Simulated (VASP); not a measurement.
Wanted: the native input for a VASP 6.6.1 run.

| Property | Result |
| --- | --- |
| Task | single point |
| Functional | PBEsol |
| Potentials or basis | VASP PAW PBE potentials, release 64 (Al, Ru_pv) |
| Cutoff | 520 eV |
| k mesh | 10 × 10 × 10 |
| Occupations | gaussian, width 0.03 eV |
| Spin | no spin polarisation |
| Dipole correction | no |
| Further INCAR settings | ALGO = Normal; EDIFF = 1e-06; NBANDS = 29 |

The structure of Al2Ru lies in POSCAR:

```
Al2Ru
1.0
    0.0000000000      3.9876480409      4.3850793490
    2.6150081150      0.0000000000      4.3850793490
    2.6150081150      3.9876480409      0.0000000000
Al Ru
4 2
Direct
    0.0789481736      0.4210518264      0.0789481736
    0.4210518264      0.0789481736      0.4210518264
    0.1710518264      0.8289481736      0.1710518264
    0.8289481736      0.1710518264      0.8289481736
    0.7500000000      0.7500000000      0.7500000000
    0.5000000000      0.5000000000      0.5000000000
```

This cell differs from its parent crystal: strain +0.1125 x Voigt [1, 0, 0, 0, 0, 0].

These files were run (other wordings do the same):

INCAR

```
ALGO     = Normal         # electronic algorithm
EDIFF    = 1E-6           # SCF threshold, eV
ENCUT    = 520            # plane-wave cutoff, eV
GGA      = PS             # functional
ISIF     = 2              # what is computed and relaxed
ISMEAR   = 0              # smearing method
LASPH    = True           # aspherical terms in the spheres
LCHARG   = False          # write CHGCAR
LREAL    = False          # projectors in reciprocal space
LWAVE    = False          # write WAVECAR
NBANDS   = 29             # bands
NELM     = 80             # most SCF steps
PREC     = Accurate       # precision mode
SIGMA    = 0.03           # smearing width, eV
```

KPOINTS

```
k-points
0
Gamma
  10 10 10
```

Potentials or basis: VASP PAW PBE potentials, release 64 (Al, Ru_pv).

Launch:

```console
$ cat potpaw_PBE.64/Al/POTCAR potpaw_PBE.64/Ru_pv/POTCAR > POTCAR
$ mpirun -np 1 vasp_std > vasp.out
```

It gave:

| Property | Result |
| --- | --- |
| Pressure | -14.0 GPa |
| Largest force | 0.592 eV/Å |
| Band gap on the k mesh | 0.33 eV (least direct gap 0.98 eV) |

Caveat: the cell differs from its parent crystal (strain +0.1125 x Voigt [1, 0, 0, 0, 0, 0]); the stress differs along the axes, from -28 to -5 GPa; the PAW data sets were made with another functional, which shifts forces and pressure a little.

Wall time 6.8 min on 1 thread of Intel(R) Xeon(R) Platinum 8259CL CPU @ 2.50GHz (Skylake/Cascade Lake), on a shared host, peak memory 0.5 GiB.
